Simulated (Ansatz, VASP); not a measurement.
## One calculation of ZnSe2, two programs

INCAR

```
PREC = Accurate
ENCUT = 520
EDIFF = 1E-7
ISMEAR = 0
SIGMA = 0.05
LREAL = F
LASPH = T
NELM = 80
ALGO = Normal
ISIF = 2
LWAVE = F
LCHARG = T
GGA = PS
LVHAR = T
NBANDS = 60
KPAR = 4
```

File KPOINTS:

```
Automatic mesh
0
Gamma
  6 6 6
```

Contents of POSCAR:

```
ZnSe2
1.0
    6.2969984132      0.0000000000      0.0000000000
    0.0000000000      6.2969984132      0.0000000000
    0.0000000000      0.0000000000      7.1042736098
Zn Se
4 8
Direct
    0.5000000000      0.5000000000      0.0000000000
    0.5000000000      0.0000000000      0.5000000000
    0.0000000000      0.5000000000      0.5000000000
    0.0000000000      0.0000000000      0.0000000000
    0.1099579274      0.8900420726      0.3900420726
    0.8900420726      0.3900420726      0.1099579274
    0.3900420726      0.1099579274      0.8900420726
    0.6099579274      0.6099579274      0.6099579274
    0.8900420726      0.1099579274      0.6099579274
    0.1099579274      0.6099579274      0.8900420726
    0.6099579274      0.8900420726      0.1099579274
    0.3900420726      0.3900420726      0.3900420726
```

Input for Ansatz:

```yaml
crystal:
  lattice:
    - [6.2969984132, 0.0, 0.0]
    - [0.0, 6.2969984132, 0.0]
    - [0.0, 0.0, 7.1042736098]
  atoms:
    - { symbol: Zn, position: [0.5, 0.5, 0.0] }
    - { symbol: Zn, position: [0.5, 0.0, 0.5] }
    - { symbol: Zn, position: [0.0, 0.5, 0.5] }
    - { symbol: Zn, position: [0.0, 0.0, 0.0] }
    - { symbol: Se, position: [0.1099579274, 0.8900420726, 0.3900420726] }
    - { symbol: Se, position: [0.8900420726, 0.3900420726, 0.1099579274] }
    - { symbol: Se, position: [0.3900420726, 0.1099579274, 0.8900420726] }
    - { symbol: Se, position: [0.6099579274, 0.6099579274, 0.6099579274] }
    - { symbol: Se, position: [0.8900420726, 0.1099579274, 0.6099579274] }
    - { symbol: Se, position: [0.1099579274, 0.6099579274, 0.8900420726] }
    - { symbol: Se, position: [0.6099579274, 0.8900420726, 0.1099579274] }
    - { symbol: Se, position: [0.3900420726, 0.3900420726, 0.3900420726] }
basis:
  ecutwfc: 520.0
kpoints:
  mp_grid: { grid: [6, 6, 6] }
hamiltonian:
  xc: pbesol
  pseudopotentials: { kind: paw, azcp: { folder: soft_1 } }
scf:
  occupations: { method: gaussian, width: 0.05 }
output:
  forces: true
  stress: true
  eigenvalues: true
```

Alike in both runs: task single point; functional PBEsol; k mesh 6 × 6 × 6; occupations gaussian, width 0.05 eV; no spin polarisation.

|  | VASP | Ansatz |
| --- | --- | --- |
| version | VASP 6.6.1 | Ansatz 0.2.0 |
| potentials or method | VASP PAW PBE potentials, release 64 (Zn, Se), cutoff 520 eV | scalar-relativistic, plane waves, PAW |
| valence electrons in the cell | 96 | 176 |

VASP gave:

* gap on the k mesh at the Fermi level (eV): 0.29
* least direct gap on the mesh (eV): 0.67
* pressure (GPa): -7.1
* traceless stress, the component that is largest in VASP (GPa): -1.22
* rms of the force components (eV/Å): 0.365

Task: Estimate Ansatz's values.

Result: gap on the k mesh at the Fermi level (eV): 0.29; least direct gap on the mesh (eV): 0.67; pressure (GPa): -7.3; traceless stress, the component that is largest in VASP (GPa): -1.18; rms of the force components (eV/Å): 0.372.

VASP's potentials were made for PBE, not for PBEsol, and Ansatz warns of the same on its side. Atom by atom the forces differ by 0.007 eV/Å (rms over components). The functional is the same, so the differences come from potentials, cutoffs and numerics. VASP's potentials hold 96 valence electrons a cell and Ansatz's 176, so a difference there can come from the potentials and not from the codes.
